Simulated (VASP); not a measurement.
# ZnAu (P4mm) in VASP: single point with LDA

Aim: the single point of ZnAu with LDA.

Everything below comes from runs of VASP 6.6.1. Logs are shortened: lines on timing, memory, paths and dates and some standing lists are left out, and cuts for length are marked.

**1. The cell of the first run**

It takes space group P4mm (No. 99, tetragonal). Conventional cell: a = 3.147 Å, b = 3.147 Å, c = 3.147 Å, α = 90.00°, β = 90.00°, γ = 90.00°. Zn (site symmetry 4mm) has 8 Au at 2.62 to 2.84 Å and 6 Zn at 3.15 Å within 3.5 Å. Within 3.5 Å of Au (site symmetry 4mm) lie 8 Zn at 2.62 to 2.84 Å and 6 Au at 3.15 Å.

**2. Single point, LDA**

File INCAR:

```
SYSTEM = ZnAu
ALGO = Normal
EDIFF = 1E-6
ENCUT = 500
GGA_COMPAT = .False.
ISIF = 2
ISMEAR = -1
LASPH = .True.
LCHARG = .True.
LELF = .True.
LREAL = .False.
LVHAR = .True.
LWAVE = .False.
NBANDS = 18
NELM = 120
PREC = Accurate
SIGMA = 0.15
```

File KPOINTS:

```
k-points
0
Gamma
  5 5 5
  0 0 0
```

File POSCAR:

```
ZnAu
1.0
    3.1470000000      0.0000000000      0.0000000000
    0.0000000000      3.1470000000      0.0000000000
    0.0000000000      0.0000000000      3.1470000000
Zn Au
1 1
Direct
    0.5000000000      0.5000000000      0.5000000000
    0.0600000000      0.0000000000      0.0000000000
```

Potentials or basis: VASP PAW LDA potentials, release 64 (Zn, Au).

The run is started by

```console
cat potpaw_LDA.64/Zn/POTCAR potpaw_LDA.64/Au/POTCAR > POTCAR
mpirun -np 1 vasp_std > vasp.out
```

OUTCAR:

```text
SYSTEM = ZnAu
   EDIFF = 1E-6
   ENCUT = 500
   ISIF = 2
   ISMEAR = -1
   LASPH = .True.
   LREAL = .False.
   NELM = 120
   PREC = Accurate

 ion  position               nearest neighbor table
   1  0.500  0.500  0.500-   2 2.62   2 2.62   2 2.62   2 2.62   2 2.84   2 2.84   2 2.84   2 2.84

   2  0.060  0.000  0.000-   1 2.62   1 2.62   1 2.62   1 2.62   1 2.84   1 2.84   1 2.84   1 2.84

  LATTYP: Found a simple cubic cell.
 ALAT       =     3.1470000000

  Lattice vectors:

 A1 = (   3.1470000000,   0.0000000000,   0.0000000000)
 A2 = (   0.0000000000,   3.1470000000,   0.0000000000)
 A3 = (   0.0000000000,   0.0000000000,   3.1470000000)

Analysis of symmetry for initial positions (statically):
=====================================================================
 Subroutine PRICEL returns:
 Original cell was already a primitive cell.

 Routine SETGRP: Setting up the symmetry group for a
 simple cubic supercell.

 Subroutine GETGRP returns: Found  8 space group operations
 (whereof  8 operations were pure point group operations)
 out of a pool of 48 trial point group operations.

The static configuration has the point symmetry C_4v.

Analysis of symmetry for dynamics (positions and initial velocities):
=====================================================================
 Subroutine PRICEL returns:
 Original cell was already a primitive cell.

 Routine SETGRP: Setting up the symmetry group for a
 simple cubic supercell.

 Subroutine GETGRP returns: Found  8 space group operations
 (whereof  8 operations were pure point group operations)
 out of a pool of 48 trial point group operations.

The dynamic configuration has the point symmetry C_4v.

 Subroutine INISYM returns: Found  8 space group operations
 (whereof  8 operations are pure point group operations),
 and found     1 'primitive' translations

----------------------------------------------------------------------------------------

                                     Primitive cell

  volume of cell :      31.1667

  direct lattice vectors                    reciprocal lattice vectors
     3.147000000  0.000000000  0.000000000     0.317762949  0.000000000  0.000000000
     0.000000000  3.147000000  0.000000000     0.000000000  0.317762949  0.000000000
     0.000000000  0.000000000  3.147000000     0.000000000  0.000000000  0.317762949

  length of vectors
     3.147000000  3.147000000  3.147000000     0.317762949  0.317762949  0.317762949

  position of ions in fractional coordinates (direct lattice)
     0.500000000  0.500000000  0.500000000
     0.060000000  0.000000000  0.000000000

  ion indices of the primitive-cell ions
   primitive index   ion index
                 1           1
                 2           2

----------------------------------------------------------------------------------------

 KPOINTS: k-points

Automatic generation of k-mesh.
 Grid dimensions read from file:
 generate k-points for:    5    5    5

 Generating k-lattice:

  Cartesian coordinates                     Fractional coordinates (reciprocal lattice)
     0.063552590  0.000000000  0.000000000     0.200000000  0.000000000  0.000000000
     0.000000000  0.063552590  0.000000000     0.000000000  0.200000000  0.000000000
     0.000000000  0.000000000  0.063552590     0.000000000  0.000000000  0.200000000

  Length of vectors
     0.063552590  0.063552590  0.063552590

  Shift w.r.t. Gamma in fractional coordinates (k-lattice)
     0.000000000  0.000000000  0.000000000

 Subroutine IBZKPT returns following result:
 ===========================================

 Found     18 irreducible k-points:

 Following reciprocal coordinates:
            Coordinates               Weight
  0.000000  0.000000  0.000000      1.000000
  0.200000  0.000000  0.000000      2.000000
  0.000000  0.200000  0.000000      4.000000
  0.400000  0.000000  0.000000      2.000000
  0.000000  0.400000  0.000000      4.000000
  0.200000  0.200000  0.000000      8.000000
[... 10 lines left out ...]
  0.200000  0.400000  0.400000      8.000000
  0.400000  0.400000  0.400000      8.000000
   k-points           NKPTS =     18   k-points in BZ     NKDIM =     18   number of bands    NBANDS=     18
   number of dos      NEDOS =    301   number of ions     NIONS =      2
   total plane-waves  NPLWV =  13824
   dimension x,y,z NGX =    24 NGY =   24 NGZ =   24
   dimension x,y,z NGXF=    48 NGYF=   48 NGZF=   48
   ions per type =               1   1
   NGX,Y,Z   is equivalent  to a cutoff of  12.68, 12.68, 12.68 a.u.
   NGXF,Y,Z  is equivalent  to a cutoff of  25.36, 25.36, 25.36 a.u.
 SYSTEM =  ZnAu
   PREC   = accura    normal or accurate (medium, high low for compatibility)
   ISTART =      0    job   : 0-new  1-cont  2-samecut
   ICHARG =      2    charge: 1-file 2-atom 10-const
   ISPIN  =      1    spin polarized calculation?
   LNONCOLLINEAR =      F non collinear calculations
   LSORBIT =      F    spin-orbit coupling
   LASPH  =      T    aspherical Exc in radial PAW
   ENCUT  =  500.0 eV  36.75 Ry    6.06 a.u.   5.74  5.74  5.74*2*pi/ulx,y,z
   NELM   =    120;   NELMIN=  2; NELMDL= -5     # of ELM steps
   EDIFF  = 0.1E-05   stopping-criterion for ELM
   LREAL  =      F    real-space projection
   EDIFFG = 0.1E-04   stopping-criterion for IOM
   NSW    =      0    number of steps for IOM
   IBRION =     -1    ionic relax: 0-MD 1-quasi-New 2-CG
   NFREE  =      0    steps in history (QN), initial steepest desc. (CG)
   ISIF   =      2    stress and relaxation
   ISYM   =      2    0-nonsym 1-usesym 2-fastsym
   POTIM  = 0.5000    time-step for ionic-motion
   TEBEG  =    0.0;   TEEND  =   0.0 temperature during run
   PSTRESS=    0.0 pullay stress
   NELECT =      23.0000    total number of electrons
   NUPDOWN=      -1.0000    fix difference up-down
   EMIN   =  10.00;   EMAX   =-10.00  energy-range for DOS
   EFERMI =   0.00;   METHOD = LEGACY
   ISMEAR =    -1;   SIGMA  =   0.15  broadening in eV -4-tet -1-fermi 0-gaus
   EFERMI_NEDOS =   21; number of points for ismear=-14 and -15
   IALGO  =     38    algorithm
   IMIX   =      4    mixing-type and parameters
     AMIX     =   0.40;   BMIX     =  1.00
     AMIX_MAG =   1.60;   BMIX_MAG =  1.00
  volume/ion in A,a.u.               =      15.58       105.16
  Fermi-wavevector in a.u.,A,eV,Ry     =   1.479406  2.795672 29.778283  2.188642
  Thomas-Fermi vector in A             =   2.593568
   LORBIT       =      0    0 simple, 1 ext, 2 COOP (PROOUT), +10 PAW based schemes
   GGA     = CA    functional components
   LHFCALC =     F    Hartree Fock is set to
   AEXX    =    0.0000 exact exchange contribution
   IVDW    =     0    specifies the selected vdW correction
   LEPSILON=     F    determine dielectric tensor
   LRPA    =     F    only Hartree local field effects (RPA)
 non-spin polarized calculation
  energy-cutoff  :      500.00
  volume of cell :       31.17
 maximum number of plane-waves:       800
 NGX is ok and might be reduce to    24
   NGX = 11   NGY = 11   NGZ = 11

 number of electron      22.9999999 magnetization

 Free energy of the ion-electron system (eV)
  ---------------------------------------------------
  ext. energy  EPLUGINS =         0.00000000
  ---------------------------------------------------
  free energy    TOTEN  =        -6.71168004 eV

  energy without entropy =       -6.68435848  energy(sigma->0) =       -6.69801926

 E-fermi :   6.7062     XC(G=0): -12.6660

 val. band max:        6.5815503972   @ k =   0.4000   0.4000   0.4000
 cond. band min:       7.4034808183   @ k =   0.2000   0.4000   0.4000
 fundamental gap:      0.8219304211
 Fermi energy:         6.7061994821

 k-point     1 :       0.0000    0.0000    0.0000
  band No.  band energies     occupation
      1      -3.7684      2.00000
      2      -1.3493      2.00000
      3      -1.2846      2.00000
      4      -0.6743      2.00000
      5      -0.6283      2.00000
      6      -0.6283      2.00000
[... 10 lines left out ...]
     17      19.1390      0.00000
     18      25.2554      0.00000

 k-point     2 :       0.2000    0.0000    0.0000
  band No.  band energies     occupation
      1      -3.0853      2.00000
      2      -1.2138      2.00000
      3      -1.1056      2.00000
      4      -0.6383      2.00000
      5      -0.6383      2.00000
      6      -0.6234      2.00000
[... 10 lines left out ...]
     17      22.0486      0.00000
     18      24.2705      0.00000

 k-point     3 :       0.0000    0.2000    0.0000
  band No.  band energies     occupation
      1      -3.0727      2.00000
      2      -1.1944      2.00000
      3      -1.1325      2.00000
      4      -0.6830      2.00000
      5      -0.6360      2.00000
      6      -0.5905      2.00000
[... 10 lines left out ...]
     17      22.2710      0.00000
     18      24.2241      0.00000

 k-point     4 :       0.4000    0.0000    0.0000
  band No.  band energies     occupation
      1      -1.4470      2.00000
      2      -0.9627      2.00000
      3      -0.7795      2.00000
      4      -0.6468      2.00000
      5      -0.6468      2.00000
      6      -0.5378      2.00000
[... 249 lines left out ...]
      4      -0.8883      2.00000
      5      -0.4064      2.00000
      6       0.4095      2.00000
[... 10 lines left out ...]
     17      17.7745      0.00000
     18      20.3771      0.00000

 k-point    17 :       0.2000    0.4000    0.4000
  band No.  band energies     occupation
      1      -1.2314      2.00000
      2      -1.0355      2.00000
      3      -0.9233      2.00000
      4      -0.8506      2.00000
      5      -0.4045      2.00000
      6       0.3145      2.00000
[... 10 lines left out ...]
     17      17.8231      0.00000
     18      20.4338      0.00000

 k-point    18 :       0.4000    0.4000    0.4000
  band No.  band energies     occupation
      1      -1.0506      2.00000
      2      -0.9315      2.00000
      3      -0.9133      2.00000
      4      -0.4457      2.00000
      5      -0.4435      2.00000
      6       0.3480      2.00000
[... 10 lines left out ...]
     17      14.2518      0.00000
     18      16.6485      0.00000

------------------------ aborting loop because EDIFF is reached ----------------------------------------

  FORCE on cell =-STRESS in cart. coord.  units (eV):
  Direction    XX          YY          ZZ          XY          YZ          ZX
  --------------------------------------------------------------------------------------
  -------------------------------------------------------------------------------------
  Total       -0.9316571     -0.7001315     -0.7001315      0.0000000      0.0000000      0.0000000
  in kB      -47.8934847    -35.9915044    -35.9915044      0.0000000      0.0000000      0.0000000
  external PRESSURE =     -39.9588312 kB  Pullay stress =       0.0000000 kB

 VOLUME and BASIS-vectors are now :
 -----------------------------------------------------------------------------
  energy-cutoff  :      500.00
  volume of cell :       31.17
      direct lattice vectors                 reciprocal lattice vectors
     3.147000000  0.000000000  0.000000000     0.317762949  0.000000000  0.000000000
     0.000000000  3.147000000  0.000000000     0.000000000  0.317762949  0.000000000
     0.000000000  0.000000000  3.147000000     0.000000000  0.000000000  0.317762949

 POSITION                                       TOTAL-FORCE (eV/Angst)
 -----------------------------------------------------------------------------------
      1.57350      1.57350      1.57350         0.568667      0.000000     -0.000000
      0.18882      0.00000      0.00000        -0.568667     -0.000000      0.000000
 -----------------------------------------------------------------------------------
    total drift:                                0.000006      0.000000      0.000000

  FREE ENERGIE OF THE ION-ELECTRON SYSTEM (eV)
  ---------------------------------------------------
  free  energy   TOTEN  =        -6.7116800364 eV

  energy  without entropy=       -6.6843584815  energy(sigma->0) =       -6.69801926
```

It used 9.1 s of CPU time on 1 thread of Intel Xeon 8259CL (shared host).

Results:

* Free energy: -6.7117 eV
* Pressure: -4.0 GPa
* Largest force: 0.569 eV/Å

Forces in eV/Å, atoms in the order of the input:
```
Zn   0.569  0.000  0.000
Au  -0.569  0.000  0.000
```

Stress tensor (GPa, compression positive):
```
-4.79  0.00  0.00
 0.00 -3.60  0.00
 0.00  0.00 -3.60
```

Caveat: the k points lie up to 0.40 Å⁻¹ apart; spin-orbit coupling is left out, which moves the levels of the heavy elements.
